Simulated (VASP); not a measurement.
# HfSi3Br4 (Pm-3m) in VASP: a series of runs

The runs below take HfSi3Br4 through single point, relaxation of cell and atoms, with PBE.

Everything below comes from runs of VASP 6.6.1. Logs are shortened: lines on timing, memory, paths and dates and some standing lists are left out, and cuts for length are marked.

**1. The cell of the first run**

The structure is cubic, space group Pm-3m (No. 221). The conventional cell has a = 5.813 Å, b = 5.813 Å, c = 5.813 Å, α = 90.00°, β = 90.00°, γ = 90.00°. Hf (site symmetry m-3m) has 6 Br at 2.91 Å within 3.8 Å. Si (site symmetry 4/mmm) has 6 Br at 2.91 Å within 3.8 Å. Br (site symmetry 4/mmm) has 2 Hf at 2.91 Å and 4 Si at 2.91 Å within 3.8 Å. Within 3.8 Å of Br (site symmetry m-3m) lie 6 Si at 2.91 Å.

The cell was built from a structure type or drawn by symmetry, and may not be a known phase.

**2. Single point, PBE**

Contents of INCAR:

```
SYSTEM = HfSi3Br4
ALGO = Normal
EDIFF = 1E-6
ENCUT = 520
GGA = PE
ISIF = 2
ISMEAR = 0
LASPH = .TRUE.
LCHARG = .FALSE.
LREAL = .FALSE.
LWAVE = .FALSE.
NBANDS = 35
NELM = 100
PREC = Accurate
SIGMA = 0.1
```

Contents of KPOINTS:

```
k-points
0
G
  4 4 4
  0 0 0
```

Contents of POSCAR:

```
HfSi3Br4
1.0
    5.8133082056      0.0000000000      0.0000000000
    0.0000000000      5.8133082056      0.0000000000
    0.0000000000      0.0000000000      5.8133082056
Hf Si Br
1 3 4
Direct
    0.0000000000      0.0000000000      0.0000000000
    0.0000000000      0.5000000000      0.5000000000
    0.5000000000      0.0000000000      0.5000000000
    0.5000000000      0.5000000000      0.0000000000
    0.5000000000      0.0000000000      0.0000000000
    0.0000000000      0.5000000000      0.0000000000
    0.0000000000      0.0000000000      0.5000000000
    0.5000000000      0.5000000000      0.5000000000
```

Potentials or basis: VASP PAW PBE potentials, release 64 (Hf_pv, Si, Br).

Launch:

```
$ cat potpaw_PBE.64/Hf_pv/POTCAR potpaw_PBE.64/Si/POTCAR potpaw_PBE.64/Br/POTCAR > POTCAR
$ mpirun -np 1 vasp_std > vasp.out
```

OUTCAR:

```text
SYSTEM = HfSi3Br4
   EDIFF = 1E-6
   ENCUT = 520
   GGA = PE
   ISIF = 2
   ISMEAR = 0
   LASPH = .TRUE.
   LREAL = .FALSE.
   NELM = 100
   PREC = Accurate

 ion  position               nearest neighbor table
   1  0.000  0.000  0.000-   5 2.91   6 2.91   7 2.91   7 2.91   6 2.91   5 2.91
   2  0.000  0.500  0.500-   6 2.91   7 2.91   8 2.91   6 2.91   7 2.91   8 2.91
   3  0.500  0.000  0.500-   5 2.91   7 2.91   8 2.91   5 2.91   8 2.91   7 2.91
   4  0.500  0.500  0.000-   5 2.91   6 2.91   8 2.91   8 2.91   5 2.91   6 2.91
   5  0.500  0.000  0.000-   1 2.91   3 2.91   4 2.91   3 2.91   4 2.91   1 2.91
   6  0.000  0.500  0.000-   1 2.91   2 2.91   4 2.91   2 2.91   1 2.91   4 2.91
   7  0.000  0.000  0.500-   1 2.91   2 2.91   3 2.91   1 2.91   2 2.91   3 2.91
   8  0.500  0.500  0.500-   2 2.91   3 2.91   4 2.91   4 2.91   3 2.91   2 2.91

  LATTYP: Found a simple cubic cell.
 ALAT       =     5.8133082056

  Lattice vectors:

 A1 = (   5.8133082056,   0.0000000000,   0.0000000000)
 A2 = (   0.0000000000,   5.8133082056,   0.0000000000)
 A3 = (   0.0000000000,   0.0000000000,   5.8133082056)

Analysis of symmetry for initial positions (statically):
=====================================================================
 Subroutine PRICEL returns:
 Original cell was already a primitive cell.

 Routine SETGRP: Setting up the symmetry group for a
 simple cubic supercell.

 Subroutine GETGRP returns: Found 48 space group operations
 (whereof 48 operations were pure point group operations)
 out of a pool of 48 trial point group operations.

The static configuration has the point symmetry O_h .

Analysis of symmetry for dynamics (positions and initial velocities):
=====================================================================
 Subroutine PRICEL returns:
 Original cell was already a primitive cell.

 Routine SETGRP: Setting up the symmetry group for a
 simple cubic supercell.

 Subroutine GETGRP returns: Found 48 space group operations
 (whereof 48 operations were pure point group operations)
 out of a pool of 48 trial point group operations.

The dynamic configuration has the point symmetry O_h .

 Subroutine INISYM returns: Found 48 space group operations
 (whereof 48 operations are pure point group operations),
 and found     1 'primitive' translations

----------------------------------------------------------------------------------------

                                     Primitive cell

  volume of cell :     196.4581

  direct lattice vectors                    reciprocal lattice vectors
     5.813308206  0.000000000  0.000000000     0.172019092  0.000000000  0.000000000
     0.000000000  5.813308206  0.000000000     0.000000000  0.172019092  0.000000000
     0.000000000  0.000000000  5.813308206     0.000000000  0.000000000  0.172019092

  length of vectors
     5.813308206  5.813308206  5.813308206     0.172019092  0.172019092  0.172019092

  position of ions in fractional coordinates (direct lattice)
     0.000000000  0.000000000  0.000000000
     0.000000000  0.500000000  0.500000000
     0.500000000  0.000000000  0.500000000
     0.500000000  0.500000000  0.000000000
     0.500000000  0.000000000  0.000000000
     0.000000000  0.500000000  0.000000000
     0.000000000  0.000000000  0.500000000
     0.500000000  0.500000000  0.500000000

  ion indices of the primitive-cell ions
   primitive index   ion index
                 1           1
                 2           2
                 3           3
                 4           4
                 5           5
                 6           6
                 7           7
                 8           8

----------------------------------------------------------------------------------------

 KPOINTS: k-points

Automatic generation of k-mesh.
 Grid dimensions read from file:
 generate k-points for:    4    4    4

 Generating k-lattice:

  Cartesian coordinates                     Fractional coordinates (reciprocal lattice)
     0.043004773  0.000000000  0.000000000     0.250000000  0.000000000  0.000000000
     0.000000000  0.043004773  0.000000000     0.000000000  0.250000000  0.000000000
     0.000000000  0.000000000  0.043004773     0.000000000  0.000000000  0.250000000

  Length of vectors
     0.043004773  0.043004773  0.043004773

  Shift w.r.t. Gamma in fractional coordinates (k-lattice)
     0.000000000  0.000000000  0.000000000

 Subroutine IBZKPT returns following result:
 ===========================================

 Found     10 irreducible k-points:

 Following reciprocal coordinates:
            Coordinates               Weight
  0.000000  0.000000  0.000000      1.000000
  0.250000  0.000000  0.000000      6.000000
  0.500000  0.000000  0.000000      3.000000
  0.250000  0.250000  0.000000     12.000000
  0.500000  0.250000  0.000000     12.000000
  0.500000  0.500000  0.000000      3.000000
  0.250000  0.250000  0.250000      8.000000
  0.500000  0.250000  0.250000     12.000000
  0.500000  0.500000  0.250000      6.000000
  0.500000  0.500000  0.500000      1.000000
   k-points           NKPTS =     10   k-points in BZ     NKDIM =     10   number of bands    NBANDS=     35
   number of dos      NEDOS =    301   number of ions     NIONS =      8
   total plane-waves  NPLWV = 110592
   dimension x,y,z NGX =    48 NGY =   48 NGZ =   48
   dimension x,y,z NGXF=    96 NGYF=   96 NGZF=   96
   ions per type =               1   3   4
   NGX,Y,Z   is equivalent  to a cutoff of  13.73, 13.73, 13.73 a.u.
   NGXF,Y,Z  is equivalent  to a cutoff of  27.45, 27.45, 27.45 a.u.
 SYSTEM =  HfSi3Br4
   PREC   = accura    normal or accurate (medium, high low for compatibility)
   ISTART =      0    job   : 0-new  1-cont  2-samecut
   ICHARG =      2    charge: 1-file 2-atom 10-const
   ISPIN  =      1    spin polarized calculation?
   LNONCOLLINEAR =      F non collinear calculations
   LSORBIT =      F    spin-orbit coupling
   LASPH  =      T    aspherical Exc in radial PAW
   ENCUT  =  520.0 eV  38.22 Ry    6.18 a.u.  10.81 10.81 10.81*2*pi/ulx,y,z
   NELM   =    100;   NELMIN=  2; NELMDL= -5     # of ELM steps
   EDIFF  = 0.1E-05   stopping-criterion for ELM
   LREAL  =      F    real-space projection
   EDIFFG = 0.1E-04   stopping-criterion for IOM
   NSW    =      0    number of steps for IOM
   IBRION =     -1    ionic relax: 0-MD 1-quasi-New 2-CG
   NFREE  =      0    steps in history (QN), initial steepest desc. (CG)
   ISIF   =      2    stress and relaxation
   ISYM   =      2    0-nonsym 1-usesym 2-fastsym
   POTIM  = 0.5000    time-step for ionic-motion
   TEBEG  =    0.0;   TEEND  =   0.0 temperature during run
   PSTRESS=    0.0 pullay stress
   NELECT =      50.0000    total number of electrons
   NUPDOWN=      -1.0000    fix difference up-down
   EMIN   =  10.00;   EMAX   =-10.00  energy-range for DOS
   EFERMI =   0.00;   METHOD = LEGACY
   ISMEAR =     0;   SIGMA  =   0.10  broadening in eV -4-tet -1-fermi 0-gaus
   EFERMI_NEDOS =   21; number of points for ismear=-14 and -15
   IALGO  =     38    algorithm
   IMIX   =      4    mixing-type and parameters
     AMIX     =   0.40;   BMIX     =  1.00
     AMIX_MAG =   1.60;   BMIX_MAG =  1.00
  volume/ion in A,a.u.               =      24.56       165.72
  Fermi-wavevector in a.u.,A,eV,Ry     =   1.037468  1.960531 14.644500  1.076340
  Thomas-Fermi vector in A             =   2.171907
   LORBIT       =      0    0 simple, 1 ext, 2 COOP (PROOUT), +10 PAW based schemes
   GGA     = PE    functional components
   LHFCALC =     F    Hartree Fock is set to
   AEXX    =    0.0000 exact exchange contribution
   IVDW    =     0    specifies the selected vdW correction
   LEPSILON=     F    determine dielectric tensor
   LRPA    =     F    only Hartree local field effects (RPA)
 non-spin polarized calculation
 Gauss-broadening in eV      SIGMA  =   0.10
  energy-cutoff  :      520.00
  volume of cell :      196.46
 maximum number of plane-waves:      5400
 NGX is ok and might be reduce to    48
   NGX = 21   NGY = 21   NGZ = 21

 number of electron      50.0000013 magnetization

 Free energy of the ion-electron system (eV)
  ---------------------------------------------------
  ext. energy  EPLUGINS =         0.00000000
  ---------------------------------------------------
  free energy    TOTEN  =       -26.89852463 eV

  energy without entropy =      -26.86092632  energy(sigma->0) =      -26.87972547

 E-fermi :   5.3071     XC(G=0):  -9.5055

 val. band max:        5.2926781839   @ k =   0.5000   0.0000   0.0000
 cond. band min:       5.3129557099   @ k =   0.5000   0.5000   0.2500
 fundamental gap:      0.0202775260
 Fermi energy:         5.3071360612

 k-point     1 :       0.0000    0.0000    0.0000
  band No.  band energies     occupation
      1     -27.2686      2.00000
      2     -27.2686      2.00000
      3     -27.2686      2.00000
      4     -12.4702      2.00000
      5     -12.0109      2.00000
      6     -12.0109      2.00000
[... 27 lines left out ...]
     34       8.2738      0.00000
     35       8.5332      0.00000

 k-point     2 :       0.2500    0.0000    0.0000
  band No.  band energies     occupation
      1     -27.2694      2.00000
      2     -27.2685      2.00000
      3     -27.2685      2.00000
      4     -12.3911      2.00000
      5     -12.0395      2.00000
      6     -12.0040      2.00000
[... 27 lines left out ...]
     34       8.0848      0.00000
     35       8.0851      0.00000
[... 264 lines left out ...]
     34       6.6738      0.00000
     35       6.7136      0.00000

 k-point    10 :       0.5000    0.5000    0.5000
  band No.  band energies     occupation
      1     -27.2702      2.00000
      2     -27.2702      2.00000
      3     -27.2702      2.00000
      4     -12.0416      2.00000
      5     -12.0416      2.00000
      6     -12.0416      2.00000
[... 27 lines left out ...]
     34       6.5020      0.00000
     35       8.8145      0.00000

------------------------ aborting loop because EDIFF is reached ----------------------------------------

  FORCE on cell =-STRESS in cart. coord.  units (eV):
  Direction    XX          YY          ZZ          XY          YZ          ZX
  --------------------------------------------------------------------------------------
  -------------------------------------------------------------------------------------
  Total       -0.4396785     -0.4396785     -0.4396785     -0.0000000     -0.0000000      0.0000000
  in kB       -3.5857149     -3.5857149     -3.5857149     -0.0000000     -0.0000000      0.0000000
  external PRESSURE =      -3.5857149 kB  Pullay stress =       0.0000000 kB

 VOLUME and BASIS-vectors are now :
 -----------------------------------------------------------------------------
  energy-cutoff  :      520.00
  volume of cell :      196.46
      direct lattice vectors                 reciprocal lattice vectors
     5.813308206  0.000000000  0.000000000     0.172019092  0.000000000  0.000000000
     0.000000000  5.813308206  0.000000000     0.000000000  0.172019092  0.000000000
     0.000000000  0.000000000  5.813308206     0.000000000  0.000000000  0.172019092

 POSITION                                       TOTAL-FORCE (eV/Angst)
 -----------------------------------------------------------------------------------
      0.00000      0.00000      0.00000         0.000000      0.000000      0.000000
      0.00000      2.90665      2.90665         0.000000      0.000000      0.000000
      2.90665      0.00000      2.90665         0.000000      0.000000      0.000000
      2.90665      2.90665      0.00000         0.000000      0.000000      0.000000
      2.90665      0.00000      0.00000         0.000000      0.000000      0.000000
      0.00000      2.90665      0.00000         0.000000      0.000000      0.000000
      0.00000      0.00000      2.90665         0.000000      0.000000      0.000000
      2.90665      2.90665      2.90665         0.000000      0.000000      0.000000
 -----------------------------------------------------------------------------------
    total drift:                                0.000000      0.000000      0.000000

  FREE ENERGIE OF THE ION-ELECTRON SYSTEM (eV)
  ---------------------------------------------------
  free  energy   TOTEN  =       -26.8985246278 eV

  energy  without entropy=      -26.8609263171  energy(sigma->0) =      -26.87972547
```

It took 56 s on 1 thread of Intel Xeon 6975P-C (Granite Rapids), shared host; peak memory 0.34 GiB.

Results:

* Free energy: -26.8985 eV
* Pressure: -0.4 GPa
* Band gap on the k mesh: zero (bands 25 and 26 overlap by 1.43 eV)

Caveat: spin-orbit coupling is left out, which moves the levels of the heavy elements.

(Part 1 of 2 ends here.)
